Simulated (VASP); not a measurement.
SnO2:

```
CELL_PARAMETERS angstrom
4.82742 0.00000 0.00000
0.00000 4.82742 0.00000
0.00000 0.00000 3.23811
ATOMIC_POSITIONS crystal
Sn 0.00000 0.00000 0.00000
Sn 0.50000 0.50000 0.50000
O 0.30659 0.30659 0.00000
O 0.19341 0.80659 0.50000
O 0.80659 0.19341 0.50000
O 0.69341 0.69341 0.00000
```

| Item | Value |
| --- | --- |
| Program | VASP 6.6.1 |
| Task | relaxation of cell and atoms |
| Functional | LDA |
| Potentials or basis | VASP PAW LDA potentials, release 64 (Sn_d, O) |
| Cutoff | 600 eV |
| k mesh | 6 × 6 × 8 |
| Occupations | fermi-dirac, width 0.02 eV |
| Spin | no spin polarisation |

At the start: pressure -10.1 GPa; volume 12.58 Å³/atom.

Task: Where does the relaxation end?

Result: Over 10 steps the energy falls by 22.1 meV/atom and the volume is 11.90 Å³/atom (-5.4 %); space group P4_2/mnm (No. 136, to 0.1 Å) before and after.

Step by step:
| step | energy change (eV) | largest force (eV/Å) | pressure (GPa) | volume (Å³) |
| --- | --- | --- | --- | --- |
| 1 | 0.0000 | 0.0900 | -10.05 | 75.46 |
| 2 | 0.0936 | 0.5451 | 16.32 | 67.17 |
| 3 | -0.1267 | 0.1495 | -0.28 | 71.70 |
| 4 | -0.1268 | 0.1550 | -0.07 | 71.63 |
| 5 | -0.1321 | 0.0143 | 0.09 | 71.39 |
| 6 | -0.1321 | 0.0275 | 0.11 | 71.38 |
| 7 | -0.1323 | 0.0115 | -0.14 | 71.45 |
| 8 | -0.1323 | 0.0110 | -0.14 | 71.45 |
| 9 | -0.1323 | 0.0085 | 0.07 | 71.38 |
| 10 | -0.1323 | 0.0016 | 0.00 | 71.40 |

Final structure:
```cif
data_structure
_symmetry_space_group_name_H-M 'P 1'
_symmetry_Int_Tables_number 1
_cell_length_a 4.7267
_cell_length_b 4.7267
_cell_length_c 3.1960
_cell_angle_alpha 90.000
_cell_angle_beta 90.000
_cell_angle_gamma 90.000
_cell_volume 71.40
loop_
_atom_site_label
_atom_site_type_symbol
_atom_site_fract_x
_atom_site_fract_y
_atom_site_fract_z
_atom_site_occupancy
Sn1 Sn 0.00000 0.00000 0.00000 1
Sn2 Sn 0.50000 0.50000 0.50000 1
O1 O 0.30605 0.30605 0.00000 1
O2 O 0.19395 0.80605 0.50000 1
O3 O 0.80605 0.19395 0.50000 1
O4 O 0.69395 0.69395 0.00000 1
```
